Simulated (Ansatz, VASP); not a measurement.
## Two plane-wave programs on TaN

Contents of INCAR:

```
  ALGO = Normal
  EDIFF = 1E-6
  ENCUT = 520
  GGA = PS
  ISIF = 2
  ISMEAR = 0
  ISPIN = 2
  LASPH = True
  LCHARG = False
  LDAU = True
  LDAUJ = 0 0
  LDAUL = 2 -1
  LDAUPRINT = 1
  LDAUTYPE = 2
  LDAUU = 7 0
  LMAXMIX = 4
  LORBIT = 11
  LREAL = False
  LWAVE = False
  MAGMOM = 0 0 0 0.02 -0.01 -0.01
  NBANDS = 37
  NELM = 150
  PREC = Accurate
  SIGMA = 0.05
```

KPOINTS

```
k-points
0
Gamma
  4 4 7
```

The input POSCAR:

```
TaN
1.0
    5.1850002000      0.0000000000      0.0000000000
   -2.5925001000      4.4903418900      0.0000000000
    0.0000000000      0.0000000000      2.9080005300
Ta N
3 3
Direct
    0.0000000000      0.0000000000      0.0000000000
    0.3333333333      0.6666666667      0.5000000000
    0.6666666667      0.3333333333      0.5000000000
    0.5000000000      0.0000000000      0.0000000000
    0.5000000000      0.5000000000      0.0000000000
    0.0000000000      0.5000000000      0.0000000000
```

Input for Ansatz:

```yaml
crystal:
  lattice:
    - [5.1850002, 0.0, 0.0]
    - [-2.5925001, 4.49034189, 0.0]
    - [0.0, 0.0, 2.90800053]
  atoms:
    - { symbol: Ta, position: [0.0, 0.0, 0.0], spin: 0.3 }
    - { symbol: Ta, position: [0.3333333333, 0.6666666667, 0.5], spin: 0.3 }
    - { symbol: Ta, position: [0.6666666667, 0.3333333333, 0.5], spin: 0.3 }
    - { symbol: "N", position: [0.5, 0.0, 0.0] }
    - { symbol: "N", position: [0.5, 0.5, 0.0] }
    - { symbol: "N", position: [0.0, 0.5, 0.0] }
basis:
  ecutwfc: 420
  ecutrho_ratio: 4
kpoints:
  mp_grid: { grid: [4, 4, 7] }
hamiltonian:
  xc: pbesol
  hubbard:
    sites:
      - { site: 0, l: d, u_eff: 7.0, starting_ns: [{ spin: up, occupation_matrix: s0up }, { spin: down, occupation_matrix: s0down }] }
      - { site: 1, l: d, u_eff: 7.0, starting_ns: [{ spin: up, occupation_matrix: s1up }, { spin: down, occupation_matrix: s1down }] }
      - { site: 2, l: d, u_eff: 7.0, starting_ns: [{ spin: up, occupation_matrix: s2up }, { spin: down, occupation_matrix: s2down }] }
    occupation_matrices:
      s0up:
        matrix:
          - [0.02, 0.0, 0.0, 0.0, 0.0]
          - [0.0, 0.97, 0.0, 0.0, 0.0]
          - [0.0, 0.0, 0.02, 0.0, 0.0]
          - [0.0, 0.0, 0.0, 0.02, 0.0]
          - [0.0, 0.0, 0.0, 0.0, 0.02]
      s0down:
        matrix:
          - [0.02, 0.0, 0.0, 0.0, 0.0]
          - [0.0, 0.02, 0.0, 0.0, 0.0]
          - [0.0, 0.0, 0.97, 0.0, 0.0]
          - [0.0, 0.0, 0.0, 0.02, 0.0]
          - [0.0, 0.0, 0.0, 0.0, 0.02]
      s1up:
        matrix:
          - [0.02, 0.0, 0.0, 0.0, 0.0]
          - [0.0, 0.97, 0.0, 0.0, 0.0]
          - [0.0, 0.0, 0.02, 0.0, 0.0]
          - [0.0, 0.0, 0.0, 0.02, 0.0]
          - [0.0, 0.0, 0.0, 0.0, 0.02]
      s1down:
        matrix:
          - [0.02, 0.0, 0.0, 0.0, 0.0]
          - [0.0, 0.02, 0.0, 0.0, 0.0]
          - [0.0, 0.0, 0.97, 0.0, 0.0]
          - [0.0, 0.0, 0.0, 0.02, 0.0]
          - [0.0, 0.0, 0.0, 0.0, 0.02]
      s2up:
        matrix:
          - [0.02, 0.0, 0.0, 0.0, 0.0]
          - [0.0, 0.97, 0.0, 0.0, 0.0]
          - [0.0, 0.0, 0.02, 0.0, 0.0]
          - [0.0, 0.0, 0.0, 0.02, 0.0]
          - [0.0, 0.0, 0.0, 0.0, 0.02]
      s2down:
        matrix:
          - [0.02, 0.0, 0.0, 0.0, 0.0]
          - [0.0, 0.02, 0.0, 0.0, 0.0]
          - [0.0, 0.0, 0.97, 0.0, 0.0]
          - [0.0, 0.0, 0.0, 0.02, 0.0]
          - [0.0, 0.0, 0.0, 0.0, 0.02]
    ns_hold: until_converged
scf:
  occupations: { method: gaussian, width: 0.05 }
  lower_state_search: "off"
  max_iter: 150
output:
  forces: true
  stress: true
  eigenvalues: true
  populations: true
  hubbard: { sites: [{ site: 0, l: d }, { site: 1, l: d }, { site: 2, l: d }] }
magnetization:
  spin_polarized: true
```

Alike in both runs: task single point; functional PBEsol; k mesh 4 × 4 × 7; occupations gaussian, width 0.05 eV; collinear spin; Hubbard terms Ta d U = 7.0 eV.

|  | VASP | Ansatz |
| --- | --- | --- |
| version | VASP 6.6.1 | Ansatz 0.2.0 |
| potentials or method | VASP PAW PBE potentials, release 64 (Ta_pv, N), cutoff 520 eV | scalar-relativistic, plane waves, PAW |
| valence electrons in the cell | 48 | 54 |

VASP gave:

| Quantity | Value |
| --- | --- |
| gap on the k mesh at the Fermi level (eV) | none |
| pressure (GPa) | 24.7 |
| traceless stress, the component that is largest in VASP (GPa) | 5.09 |
| rms of the force components (eV/Å) | 0.000 |
| net moment per atom (μB) | 0.00 |

**Question.** Which values does Ansatz return?

**Answer.** gap on the k mesh at the Fermi level (eV): none; pressure (GPa): 15.1; traceless stress, the component that is largest in VASP (GPa): 6.84; rms of the force components (eV/Å): 0.009; net moment per atom (μB): 0.00.

VASP's potentials were made for PBE, not for PBEsol. The programs project onto different local orbitals, so the same U acts differently, and such runs can settle in different states. Atom by atom the forces differ by 0.009 eV/Å (rms over components). A gap of «none» marks a metal or a gap that the smearing closes. VASP's potentials hold 48 valence electrons a cell and Ansatz's 54, so a difference there can come from the potentials and not from the codes. Ansatz's warnings: filled band counts differ across k points, seeded moment not kept, specified occupation not kept, symmetry narrowed by occupation matrices.

Neither program's run includes spin-orbit coupling.
